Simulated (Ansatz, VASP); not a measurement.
**One calculation of BaO, two programs**

The input INCAR:

```
SYSTEM = BaO
PREC = Accurate ; ENCUT = 600
EDIFF = 1E-6 ; ISMEAR = 0
SIGMA = 0.01 ; LREAL = .False.
LASPH = .True. ; NELM = 120
ALGO = Normal ; ISIF = 2
LWAVE = .False. ; LCHARG = .True.
GGA = PE ; LELF = .True.
LVHAR = .True. ; NBANDS = 15
GGA_COMPAT = .False.
```

Contents of KPOINTS:

```
Automatic mesh
0
Gamma
  6 6 6
  0 0 0
```

Contents of POSCAR:

```
BaO
1.0
    0.0000000000      2.6352809214      2.6352809214
    2.6352809214      0.0000000000      2.6352809214
    2.6352809214      2.6352809214      0.0000000000
Ba O
1 1
Direct
    0.0000000000      0.0000000000      0.0000000000
    0.5000000000      0.5000000000      0.5000000000
```

Input for Ansatz:

```yaml
crystal:
  lattice:
    - [0.0, 2.635280921384531, 2.635280921384531]
    - [2.635280921384531, 0.0, 2.635280921384531]
    - [2.635280921384531, 2.635280921384531, 0.0]
  atoms:
    - { symbol: Ba, position: [0.0, 0.0, 0.0] }
    - { symbol: O, position: [0.5, 0.5, 0.5] }
basis:
  ecutwfc: 550.0
kpoints:
  mp_grid:
    grid: [6, 6, 6]
hamiltonian:
  xc: pbe
scf:
  occupations:
    method: fixed
output:
  stress: true
```

Alike in both runs: task single point; functional PBE; k mesh 6 × 6 × 6; no spin polarisation.

|  | VASP | Ansatz |
| --- | --- | --- |
| version | VASP 6.6.1 | Ansatz 0.2.0 |
| potentials or method | VASP PAW PBE potentials, release 64 (Ba_sv, O), cutoff 600 eV | plane waves, PAW |
| occupations | gaussian, width 0.01 eV | fixed |
| valence electrons in the cell | 16 | 16 |

```csv
,VASP,Ansatz,Ansatz less VASP
pressure (GPa),20.1,17.0,-3.03
```

Spin-orbit coupling is off throughout.
